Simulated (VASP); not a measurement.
Write the native input for VASP 6.6.1 that does the following.

* Task: single point
* Functional: r2SCAN
* Potentials or basis: VASP PAW PBE potentials, release 64 (Cs_sv, Pb_d, Cl)
* Cutoff: 520 eV
* k mesh: 4 × 4 × 4
* Occupations: fermi-dirac, width 0.02 eV
* Spin: no spin polarisation
* Dipole correction: no
* Further INCAR settings: ALGO = Normal; EDIFF = 1e-06; NBANDS = 30

Crystal: CsPbCl3.

```
Cs Pb Cl
1.0
     5.67673    0.00000    0.00000
     0.00000    5.67673    0.00000
     0.00000    0.00000    5.67673
Cs Pb Cl
1 1 3
Direct
  0.00000 0.00000 0.00000
  0.50000 0.50000 0.50000
  0.50000 0.50000 0.00000
  0.00000 0.50000 0.50000
  0.50000 0.00000 0.50000
```

The input as run:

POSCAR

```
CsPbCl3
1.0
    5.6767295250      0.0000000000      0.0000000000
    0.0000000000      5.6767295250      0.0000000000
    0.0000000000      0.0000000000      5.6767295250
Cs Pb Cl
1 1 3
Direct
    0.0000000000      0.0000000000      0.0000000000
    0.5000000000      0.5000000000      0.5000000000
    0.5000000000      0.5000000000      0.0000000000
    0.0000000000      0.5000000000      0.5000000000
    0.5000000000      0.0000000000      0.5000000000
```

INCAR.step1

```
PREC = Accurate
ENCUT = 520
ISMEAR = -1
SIGMA = 0.02
LREAL = False
LASPH = True
NELM = 60
NBANDS = 30
GGA = PE
ALGO = Normal
EDIFF = 1E-4
LWAVE = True
LCHARG = False
```

INCAR.step2

```
PREC = Accurate
ENCUT = 520
EDIFF = 1E-6
ISMEAR = -1
SIGMA = 0.02
LREAL = False
LASPH = True
NELM = 60
ALGO = Normal
ISIF = 2
LWAVE = False
LCHARG = True
METAGGA = R2SCAN
LMIXTAU = True
LELF = True
LVHAR = True
NBANDS = 30
ISTART = 1
```

KPOINTS

```
Automatic mesh
0
Gamma
  4 4 4
```

Potentials or basis: VASP PAW PBE potentials, release 64 (Cs_sv, Pb_d, Cl).

Run with:

```sh
$ cat potpaw_PBE.64/Cs_sv/POTCAR potpaw_PBE.64/Pb_d/POTCAR potpaw_PBE.64/Cl/POTCAR > POTCAR
$ cp INCAR.step1 INCAR
$ mpirun -np 1 vasp_std > vasp.out
$ cp INCAR.step2 INCAR
$ mpirun -np 1 vasp_std > vasp.out
```

Results of the run:

The pressure is 0.0 GPa and the band gap on the k mesh is 2.48 eV.

Caveat: the PAW data sets were made with another functional, which shifts forces and pressure a little; spin-orbit coupling is left out, which moves the levels of the heavy elements.

It took 84 s on 1 thread of Intel(R) Xeon(R) 6975P-C (Granite Rapids), on a shared host, peak memory 0.31 GiB.
